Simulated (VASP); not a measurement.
# Co (P6_3/mmc) in VASP: settings compared, part 2 of 3

VASP 6.6.1.

## Step 4: Single point, PBE+D4, collinear spin, ferromagnetic start

This run uses another cell than the first one, of 10.05 Å³/atom, 0.940 times its volume.

INCAR reads:

```
PREC = Accurate
ENCUT = 520
EDIFF = 1E-7
ISMEAR = -1
SIGMA = 0.05
LREAL = F
LASPH = T
NELM = 150
ALGO = Fast
ISIF = 2
LWAVE = F
LCHARG = F
ISPIN = 2
MAGMOM = 2 2 2 2
LORBIT = 11
LMAXMIX = 4
GGA = PE
IVDW = 13
NBANDS = 30
```

KPOINTS reads:

```
Automatic mesh
0
Gamma
  12 12 4
```

POSCAR reads:

```
Co
1.0
    2.4201280013      0.0000000000      0.0000000000
   -1.2100640007      2.0958923296      0.0000000000
    0.0000000000      0.0000000000      7.9231214745
Co
4
Direct
    0.6666666667      0.3333333333      0.7500000000
    0.0000000000      0.0000000000      0.5000000000
    0.3333333333      0.6666666667      0.2500000000
    0.0000000000      0.0000000000      0.0000000000
```

Potentials or basis: VASP PAW PBE potentials, release 64 (Co).

The run is started by

```bash
> cat potpaw_PBE.64/Co/POTCAR > POTCAR
> mpirun -np 1 vasp_std > vasp.out
```

OUTCAR:

```text
PREC = Accurate
   ENCUT = 520
   EDIFF = 1E-7
   ISMEAR = -1
   LREAL = F
   LASPH = T
   NELM = 150
   ISIF = 2
   ISPIN = 2
   LORBIT = 11
   GGA = PE
   IVDW = 13

 ion  position               nearest neighbor table
   1  0.667  0.333  0.750-   2 2.42   4 2.42   2 2.42   4 2.42   2 2.42   4 2.42
   2  0.000  0.000  0.500-   1 2.42   3 2.42   1 2.42   3 2.42   1 2.42   3 2.42
   3  0.333  0.667  0.250-   2 2.42   4 2.42   2 2.42   4 2.42   2 2.42   4 2.42
   4  0.000  0.000  0.000-   1 2.42   3 2.42   1 2.42   3 2.42   1 2.42   3 2.42

  LATTYP: Found a hexagonal cell.
 ALAT       =     2.4201280013
 C/A-ratio  =     3.2738439745

  Lattice vectors:

 A1 = (   2.4201280013,   0.0000000000,   0.0000000000)
 A2 = (  -1.2100640007,   2.0958923296,   0.0000000000)
 A3 = (   0.0000000000,   0.0000000000,   7.9231214745)

Analysis of symmetry for initial positions (statically):
=====================================================================
 Subroutine PRICEL returns:
 Original cell was already a primitive cell.

 Routine SETGRP: Setting up the symmetry group for a
 hexagonal supercell.

 Subroutine GETGRP returns: Found 24 space group operations
 (whereof 12 operations were pure point group operations)
 out of a pool of 24 trial point group operations.

The static configuration has the point symmetry D_3d.
 The point group associated with its full space group is D_6h.

Analysis of symmetry for dynamics (positions and initial velocities):
=====================================================================
 Subroutine PRICEL returns:
 Original cell was already a primitive cell.

 Routine SETGRP: Setting up the symmetry group for a
 hexagonal supercell.

 Subroutine GETGRP returns: Found 24 space group operations
 (whereof 12 operations were pure point group operations)
 out of a pool of 24 trial point group operations.

The dynamic configuration has the point symmetry D_3d.
 The point group associated with its full space group is D_6h.

Analysis of structural, dynamic, and magnetic symmetry:
=====================================================================
 Subroutine PRICEL returns:
 Original cell was already a primitive cell.

 Routine SETGRP: Setting up the symmetry group for a
 hexagonal supercell.

 Subroutine GETGRP returns: Found 24 space group operations
 (whereof 12 operations were pure point group operations)
 out of a pool of 24 trial point group operations.

The overall configuration has the point symmetry D_3d.
 The point group associated with its full space group is D_6h.

 Subroutine INISYM returns: Found 24 space group operations
 (whereof 12 operations are pure point group operations),
 and found     1 'primitive' translations

----------------------------------------------------------------------------------------

                                     Primitive cell

  volume of cell :      40.1887

  direct lattice vectors                    reciprocal lattice vectors
     2.420128001  0.000000000  0.000000000     0.413201285  0.238561873  0.000000000
    -1.210064001  2.095892330  0.000000000     0.000000000  0.477123746  0.000000000
     0.000000000  0.000000000  7.923121475     0.000000000  0.000000000  0.126212883

  length of vectors
     2.420128001  2.420128001  7.923121475     0.477123746  0.477123746  0.126212883
[... 85 lines left out ...]
   EDIFF  = 0.1E-06   stopping-criterion for ELM
   LREAL  =      F    real-space projection
   EDIFFG = 0.1E-05   stopping-criterion for IOM
   NSW    =      0    number of steps for IOM
   IBRION =     -1    ionic relax: 0-MD 1-quasi-New 2-CG
   NFREE  =      0    steps in history (QN), initial steepest desc. (CG)
   ISIF   =      2    stress and relaxation
   ISYM   =      2    0-nonsym 1-usesym 2-fastsym
   POTIM  = 0.5000    time-step for ionic-motion
   TEBEG  =    0.0;   TEEND  =   0.0 temperature during run
   PSTRESS=    0.0 pullay stress
   NELECT =      36.0000    total number of electrons
   NUPDOWN=      -1.0000    fix difference up-down
   EMIN   =  10.00;   EMAX   =-10.00  energy-range for DOS
   EFERMI =   0.00;   METHOD = LEGACY
   ISMEAR =    -1;   SIGMA  =   0.05  broadening in eV -4-tet -1-fermi 0-gaus
   EFERMI_NEDOS =   21; number of points for ismear=-14 and -15
   IALGO  =     68    algorithm
   IMIX   =      4    mixing-type and parameters
     AMIX     =   0.40;   BMIX     =  1.00
     AMIX_MAG =   1.60;   BMIX_MAG =  1.00
  volume/ion in A,a.u.               =      10.05        67.80
  Fermi-wavevector in a.u.,A,eV,Ry     =   1.578124  2.982222 33.884974  2.490475
  Thomas-Fermi vector in A             =   2.678702
   LORBIT       =     11    0 simple, 1 ext, 2 COOP (PROOUT), +10 PAW based schemes
   GGA     = PE    functional components
   LHFCALC =     F    Hartree Fock is set to
   AEXX    =    0.0000 exact exchange contribution
   IVDW    =    13    specifies the selected vdW correction
   LEPSILON=     F    determine dielectric tensor
   LRPA    =     F    only Hartree local field effects (RPA)
 spin polarized calculation
 RMM-DIIS sequential band-by-band and
  energy-cutoff  :      520.00
  volume of cell :       40.19
 maximum number of plane-waves:      1110
 NGX is ok and might be reduce to    18
   NGX =  9   NGY =  9   NGZ = 29

 number of electron      35.9999975 magnetization       6.2278600

 Free energy of the ion-electron system (eV)
  ---------------------------------------------------
  ext. energy  EPLUGINS =         0.00000000
  ---------------------------------------------------
  free energy    TOTEN  =       -27.94018318 eV

  energy without entropy =      -27.90595400  energy(sigma->0) =      -27.92306859

 E-fermi :  11.4477     XC(G=0): -13.8629

 val. band max:       11.4462305756   @ k =   0.2500  -0.0000   0.2500
 cond. band min:      11.4516896190   @ k =   0.3333   0.0833   0.0000
 fundamental gap:      0.0054590434
 Fermi energy:        11.4476907185

 spin component 1

 k-point     1 :       0.0000    0.0000    0.0000
  band No.  band energies     occupation
      1       2.0151      1.00000
      2       4.3229      1.00000
      3       4.3462      1.00000
      4       5.8945      1.00000
      5       8.2655      1.00000
      6       8.3010      1.00000
[... 781 lines left out ...]
     29      26.9361      0.00000
     30      27.8146      0.00000

 [... further k-points ...]

 spin component 2

 k-point     1 :       0.0000    0.0000    0.0000
  band No.  band energies     occupation
      1       2.0380      1.00000
      2       4.4296      1.00000
      3       4.4333      1.00000
      4       6.7742      1.00000
      5       9.5328      1.00000
      6       9.5928      1.00000
[... 781 lines left out ...]
     29      27.3105      0.00000
     30      28.2200      0.00000

 [... further k-points ...]

------------------------ aborting loop because EDIFF is reached ----------------------------------------

  DFT-D4 for vdW energy calculation

  Edisp (eV):   -1.83889

  FORCE on cell =-STRESS in cart. coord.  units (eV):
  Direction    XX          YY          ZZ          XY          YZ          ZX
  --------------------------------------------------------------------------------------
  -------------------------------------------------------------------------------------
  Total       3.46324     3.46324     2.50360    -0.00000    -0.00000     0.00000
  in kB     138.06699   138.06699    99.80962    -0.00000    -0.00000     0.00000
  external pressure =      125.31 kB  Pullay stress =        0.00 kB

 VOLUME and BASIS-vectors are now :
 -----------------------------------------------------------------------------
  energy-cutoff  :      520.00
  volume of cell :       40.19
      direct lattice vectors                 reciprocal lattice vectors
     2.420128001  0.000000000  0.000000000     0.413201285  0.238561873  0.000000000
    -1.210064001  2.095892330  0.000000000     0.000000000  0.477123746  0.000000000
     0.000000000  0.000000000  7.923121475     0.000000000  0.000000000  0.126212883

 POSITION                                       TOTAL-FORCE (eV/Angst)
 -----------------------------------------------------------------------------------
      1.21006      0.69863      5.94234        -0.000000     -0.000000     -0.000000
      0.00000      0.00000      3.96156         0.000000      0.000000      0.000000
     -0.00000      1.39726      1.98078         0.000000      0.000000     -0.000000
      0.00000      0.00000      0.00000         0.000000      0.000000      0.000000
 -----------------------------------------------------------------------------------
    total drift:                                0.000000     -0.000000      0.000000

  FREE ENERGIE OF THE ION-ELECTRON SYSTEM (eV)
  ---------------------------------------------------
  free  energy   TOTEN  =       -29.7790721465 eV

  energy  without entropy=      -29.7448429662  energy(sigma->0) =      -29.76195756

 total charge

# of ion       s       p       d       tot
------------------------------------------
    1        0.523   0.595   7.314   8.432
    2        0.524   0.591   7.323   8.437
    3        0.523   0.595   7.314   8.432
    4        0.524   0.591   7.323   8.437
--------------------------------------------------
tot          2.093   2.372  29.272  33.737

 magnetization (x)

# of ion       s       p       d       tot
------------------------------------------
    1       -0.015  -0.053   1.639   1.572
    2       -0.015  -0.050   1.615   1.550
    3       -0.015  -0.053   1.639   1.572
    4       -0.015  -0.050   1.615   1.550
--------------------------------------------------
tot         -0.060  -0.206   6.508   6.243
```

OSZICAR:

```text
N       E                     dE             d eps       ncg     rms          rms(c)
DAV:   1     0.240553361508E+03    0.24055E+03   -0.15527E+04  7016   0.165E+03
DAV:   2    -0.163754422668E+02   -0.25693E+03   -0.23915E+03  6852   0.312E+02
DAV:   3    -0.316067982713E+02   -0.15231E+02   -0.14360E+02  7590   0.102E+02
[... 10 lines left out ...]
RMM:  14    -0.279401839940E+02   -0.20299E-04   -0.23007E-04  9853   0.712E-02    0.508E-02
RMM:  15    -0.279401854553E+02   -0.14613E-05   -0.23959E-05  9731   0.253E-02    0.352E-02
RMM:  16    -0.279401820674E+02    0.33879E-05   -0.71633E-06  9086   0.159E-02    0.736E-03
RMM:  17    -0.279401826154E+02   -0.54803E-06   -0.18037E-06  9411   0.661E-03    0.359E-03
RMM:  18    -0.279401831626E+02   -0.54719E-06   -0.25455E-07  5630   0.304E-03    0.110E-03
RMM:  19    -0.279401831761E+02   -0.13503E-07   -0.80026E-08  4178   0.212E-03
   1 F= -.29779072E+02 E0= -.29761958E+02  d E =-.342292E-01  mag=     6.2278
```

stdout:

```text
POSCAR found type information on POSCAR Co
 POSCAR found :  1 types and       4 ions
 scaLAPACK will be used
 LDA part: xc-table for (Slater+PW92), standard interpolation
 POSCAR, INCAR and KPOINTS ok, starting setup
 FFT: planning ... GRIDC
 FFT: planning ... GRID_SOFT
 FFT: planning ... GRID
 WAVECAR not read
 entering main loop
WARNING in EDDRMM: call to ZHEGV failed, returncode =   8  4     29
 num prob RMM:  19    -0.279401831761E+02   -0.13503E-07   -0.80026E-08  4178   0.212E-03
```

Run time: 90 s. Hardware: 1 thread of Intel Xeon 6975P-C (Granite Rapids), shared host; peak memory 0.22 GiB.

Results:

```yaml
Free_energy: -29.7791 eV
Pressure: 12.5 GPa
Net_moment: 6.23 μB per cell
Site_moments: Co +1.57, +1.55 μB
Valence_electrons_inside_the_program's_atomic_spheres: Co 8.43, 8.44
Dispersion_energy_per_atom: -0.460 eV
```

Caveat: pairwise dispersion overbinds metals, which lowers pressure and volume.

(Part 2 of 3 ends here.)
